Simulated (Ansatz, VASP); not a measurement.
# One calculation of CoO, two programs

```
Co O
1.0
     0.00000    2.12453    2.12453
     2.12453    0.00000    2.12453
     2.12453    2.12453    0.00000
Co O
1 1
Cartesian
  0.0000 0.0000 0.0000
  2.1245 2.1245 2.1245
```

Alike in both runs: task single point; functional PBE; k mesh 14 × 14 × 14; occupations gaussian, width 0.05 eV; no spin polarisation.

|  | VASP | Ansatz |
| --- | --- | --- |
| version | VASP 6.6.1 | Ansatz 0.2.0 |
| potentials or method | VASP PAW PBE potentials, release 64 (Co, O), cutoff 520 eV | scalar-relativistic, plane waves, PAW |
| valence electrons in the cell | 15 | 23 |

Ansatz gave:

* gap on the k mesh at the Fermi level (eV): none
* pressure (GPa): -18.6

Q: Estimate VASP's values.

A: gap on the k mesh at the Fermi level (eV): none; pressure (GPa): -18.9.

A gap of «none» marks a metal or a gap that the smearing closes. VASP's potentials hold 15 valence electrons a cell and Ansatz's 23, so a difference there can come from the potentials and not from the codes.
